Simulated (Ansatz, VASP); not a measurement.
One calculation of MgO, two programs

```
Mg O
1.0
     0.00000    2.07962    2.07962
     2.07962    0.00000    2.07962
     2.07962    2.07962    0.00000
Mg O
1 1
Direct
  0.00000 0.00000 0.00000
  0.50000 0.50000 0.50000
```

Alike in both runs: functional LDA; k mesh 15 × 15 × 15; occupations fermi-dirac, width 0.05 eV; no spin polarisation.

Ansatz relaxed the structure, and its values are those at the end. VASP's run is a single point on that final structure, the one shown.

```csv
,VASP,Ansatz
version,VASP 6.6.1,Ansatz 0.2.0
potentials or method,"VASP PAW LDA potentials, release 64 (Mg, O)","PAW with Ansatz's default frozen-core files, scalar-relativistic"
plane-wave cutoff (eV),600,420
valence electrons in the cell,8,16
```

```tsv
	VASP	Ansatz	Ansatz less VASP
gap on the k mesh at the Fermi level (eV)	5.04	5.03	-0.002
pressure (GPa)	-2.0	0.0	+1.94
```

LDA's correlation is that of Perdew and Zunger in VASP and of Perdew and Wang (1992) in Ansatz. VASP's potentials hold 8 valence electrons a cell and Ansatz's 16, so a difference there can come from the potentials and not from the codes.
